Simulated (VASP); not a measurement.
# HgTe (Cmcm) in VASP: a series of runs, part 2 of 2

VASP 6.6.1.

**4. Single point, r2SCAN0**

Input file POSCAR:

```
HgTe
1.0
    2.9925180000     -3.4669290000      0.0000000000
    2.9925180000      3.4669290000      0.0000000000
    0.0000000000      0.0000000000      5.7981570000
Hg Te
2 2
Direct
    0.6569500000      0.3430500000      0.2500000000
    0.3430500000      0.6569500000      0.7500000000
    0.2151910000      0.7848090000      0.2500000000
    0.7848090000      0.2151910000      0.7500000000
```

Input file INCAR.step1:

```
SYSTEM = HgTe
ALGO = Normal ; EDIFF = 1E-5
ENCUT = 520 ; GGA = PE
ISIF = 2 ; ISMEAR = -1
KPAR = 4 ; LASPH = .TRUE.
LCHARG = .FALSE. ; LREAL = .FALSE.
LWAVE = .TRUE. ; NBANDS = 26
NELM = 60 ; PREC = Accurate
SIGMA = 0.05
```

Input file INCAR.step2:

```
SYSTEM = HgTe
AEXX = 0.25 ; ALGO = Normal
EDIFF = 1E-6 ; ENCUT = 520
ISIF = 2 ; ISMEAR = -1
ISTART = 1 ; KPAR = 4
LASPH = .TRUE. ; LCHARG = .FALSE.
LHFCALC = .TRUE. ; LMIXTAU = .TRUE.
LREAL = .FALSE. ; LWAVE = .FALSE.
METAGGA = R2SCAN ; NBANDS = 26
NELM = 60 ; PREC = Accurate
PRECFOCK = Normal ; SIGMA = 0.05
```

Input file KPOINTS:

```
k-points
0
G
  4 4 3
  0 0 0
```

Potentials or basis: VASP PAW PBE potentials, release 64 (Hg, Te).

Launch:

```console
$ cat potpaw_PBE.64/Hg/POTCAR potpaw_PBE.64/Te/POTCAR > POTCAR
$ cp INCAR.step1 INCAR
$ mpirun -np 4 vasp_std > vasp.out
$ cp INCAR.step2 INCAR
$ mpirun -np 4 vasp_std > vasp.out
```

OUTCAR:

```text
SYSTEM = HgTe
   AEXX = 0.25
   EDIFF = 1E-6
   ENCUT = 520
   ISIF = 2
   ISMEAR = -1
   ISTART = 1
   LASPH = .TRUE.
   LHFCALC = .TRUE.
   LREAL = .FALSE.
   METAGGA = R2SCAN
   NELM = 60
   PREC = Accurate
   PRECFOCK = Normal

 ion  position               nearest neighbor table
   1  0.657  0.343  0.250-   3 3.02   3 3.02   4 3.03   4 3.03   3 3.06   2 3.63   2 3.63
   2  0.343  0.657  0.750-   4 3.02   4 3.02   3 3.03   3 3.03   4 3.06   1 3.63   1 3.63
   3  0.215  0.785  0.250-   1 3.02   1 3.02   2 3.03   2 3.03   1 3.06
   4  0.785  0.215  0.750-   2 3.02   2 3.02   1 3.03   1 3.03   2 3.06

  LATTYP: Found a base centered orthorhombic cell.
 ALAT       =     5.9850360000
 B/A-ratio  =     1.1585323798
 C/A-ratio  =     0.9687756264

  Lattice vectors:

 A1 = (   2.9925180000,  -3.4669290000,   0.0000000000)
 A2 = (   2.9925180000,   3.4669290000,   0.0000000000)
 A3 = (   0.0000000000,   0.0000000000,   5.7981570000)

Analysis of symmetry for initial positions (statically):
=====================================================================
 Subroutine PRICEL returns:
 Original cell was already a primitive cell.

 Routine SETGRP: Setting up the symmetry group for a
 base centered orthorhombic supercell.

 Subroutine GETGRP returns: Found  8 space group operations
 (whereof  4 operations were pure point group operations)
 out of a pool of  8 trial point group operations.

The static configuration has the point symmetry C_2h.
 The point group associated with its full space group is D_2h.

Analysis of symmetry for dynamics (positions and initial velocities):
=====================================================================
 Subroutine PRICEL returns:
 Original cell was already a primitive cell.

 Routine SETGRP: Setting up the symmetry group for a
[... 123 lines left out ...]
  Thomas-Fermi vector in A             =   2.231301
   LORBIT       =      0    0 simple, 1 ext, 2 COOP (PROOUT), +10 PAW based schemes
   METAGGA = R2SCAN    functional components
   LHFCALC =     T    Hartree Fock is set to
   PRECFOCK=normal    Normal, Fast or Accurate (Low or Medium for compatibility)
   ENCUT4O =  -1.0   cutoff for four orbital integrals eV
   NKREDX  =     1    reduce k-point grid by
   NKREDY  =     1    reduce k-point grid by
   NKREDZ  =     1    reduce k-point grid by
   AEXX    =    0.2500 exact exchange contribution
   HFSCREEN=    0.0000 screening length (either q_TF or 0.3 A-1)
   HFSCREENC=   0.0000 screening length for correlation (either q_TF or 0.3 A-1)
   ENCUTFOCK=  -1.0 apply spherical cutoff to Coloumb kernel
   IVDW    =     0    specifies the selected vdW correction
   LEPSILON=     F    determine dielectric tensor
   LRPA    =     F    only Hartree local field effects (RPA)
 non-spin polarized calculation
  energy-cutoff  :      520.00
  volume of cell :      120.31
 maximum number of plane-waves:      3256
 NGX is ok and might be reduce to    36
  NGX = 28; NGY = 28; NGZ = 36

 number of electron      36.0000001 magnetization

 Free energy of the ion-electron system (eV)
  ---------------------------------------------------
  ext. energy  EPLUGINS =         0.00000000
  ---------------------------------------------------
  free energy    TOTEN  =      -117.82103257 eV

  energy without entropy =     -117.81337070  energy(sigma->0) =     -117.81720163

 E-fermi :   3.1863     XC(G=0):  -7.8994

 val. band max:        3.0676656254   @ k =   0.5000   0.0000   0.3333
 cond. band min:       3.7182752984   @ k =   0.0000   0.0000   0.0000
 fundamental gap:      0.6506096730
 Fermi energy:         3.1862636546

 k-point     1 :       0.0000    0.0000    0.0000
  band No.  band energies     occupation
      1     -10.2550      2.00000
      2      -9.0351      2.00000
      3      -5.3133      2.00000
      4      -5.2350      2.00000
      5      -5.2146      2.00000
      6      -5.1279      2.00000
[... 395 lines left out ...]
     25      12.8376      0.00000
     26      13.2766      0.00000

------------------------ aborting loop because EDIFF is reached ----------------------------------------

  FORCE on cell =-STRESS in cart. coord.  units (eV):
  Direction    XX          YY          ZZ          XY          YZ          ZX
  --------------------------------------------------------------------------------------
  -------------------------------------------------------------------------------------
  Total       -1.7103785     -1.0939580     -2.5393922      0.0000000      0.0000000      0.0000000
  in kB      -22.7772413    -14.5683225    -33.8172810      0.0000000      0.0000000      0.0000000
  external PRESSURE =     -23.7209482 kB  Pullay stress =       0.0000000 kB

 VOLUME and BASIS-vectors are now :
 -----------------------------------------------------------------------------
  energy-cutoff  :      520.00
  volume of cell :      120.31
      direct lattice vectors                 reciprocal lattice vectors
     2.992518000 -3.466929000  0.000000000     0.167083373 -0.144219856  0.000000000
     2.992518000  3.466929000  0.000000000     0.167083373  0.144219856  0.000000000
     0.000000000  0.000000000  5.798157000     0.000000000  0.000000000  0.172468596

 POSITION                                       TOTAL-FORCE (eV/Angst)
 -----------------------------------------------------------------------------------
      2.99252     -1.08827      1.44954         0.000000      0.088142     -0.000000
      2.99252      1.08827      4.34862         0.000000     -0.088142      0.000000
      2.99252      1.97483      1.44954         0.000000     -0.078993      0.000000
      2.99252     -1.97483      4.34862         0.000000      0.078993      0.000000
 -----------------------------------------------------------------------------------
    total drift:                               -0.000000     -0.000000      0.000000

  FREE ENERGIE OF THE ION-ELECTRON SYSTEM (eV)
  ---------------------------------------------------
  free  energy   TOTEN  =      -117.8210325698 eV

  energy  without entropy=     -117.8133706968  energy(sigma->0) =     -117.81720163
```

Wall time 47 min (4 MPI ranks of Oxide Virtual Turin-like, shared host); peak memory 0.3 GiB.

Results:

- Free energy: -117.8210 eV
- Pressure: -2.4 GPa
- Largest force: 0.088 eV/Å
- Band gap on the k mesh: zero (bands 18 and 19 overlap by 2.13 eV)

Forces on the atoms (eV/Å):
```
Hg   0.000  0.088  0.000
Hg   0.000 -0.088  0.000
Te   0.000 -0.079  0.000
Te   0.000  0.079  0.000
```

Stress tensor (GPa, compression positive):
```
-2.28  0.00  0.00
 0.00 -1.46  0.00
 0.00  0.00 -3.38
```

Levels at points of the mesh, in eV from the Fermi level:
```csv
k point,band 16,band 17,band 18,band 19,band 20,band 21
"(0.00, 0.00, 0.00)",-2.50,-1.22,-0.58,-0.27,0.53,5.49
"(0.50, 0.00, 0.00)",-2.36,-1.22,-0.72,2.65,3.82,4.33
"(0.50, 0.50, 0.00)",-2.11,-2.04,-2.03,-1.52,-1.30,4.60
```

Caveat: the k points lie up to 0.36 Å⁻¹ apart, too coarse for converged energies and pressures of a metal; the PAW data sets were made with another functional, which shifts forces and pressure a little; spin-orbit coupling is left out, which moves the levels of the heavy elements.

**5. Summary**

| level | spin | k mesh | grid for exact exchange (PRECFOCK) | share of exact exchange | gap on the mesh (eV) | pressure (GPa) | largest force (eV/Å) |
| --- | --- | --- | --- | --- | --- | --- | --- |
| PBEsol | off | 4 × 4 × 4 | - | - | none | -3.1 | 0.14 |
| PBEsol | non-collinear, zero start, SOC | 4 × 4 × 4 | - | - | - | -3.2 | 0.13 |
| r2SCAN0 | off | 4 × 4 × 3 | Normal | 0.25 | none | -2.4 | 0.09 |

Alike in all rows: task single point; potentials or basis VASP PAW PBE potentials, release 64 (Hg, Te); cell as given; cutoff (eV) 520; smearing fermi-dirac 0.05 eV.

Caveats: some runs use coarse meshes; the PAW data sets were made with another functional, which shifts forces and pressure a little; the cell stands under tension (at least some runs); spin-orbit coupling is left out, which moves the levels of the heavy elements (at least some runs).

Total energies depend on the potentials used, so only differences within one code and one set of settings carry meaning.

The gap in the log of VASP goes by the Fermi energy; the results here count the filled bands.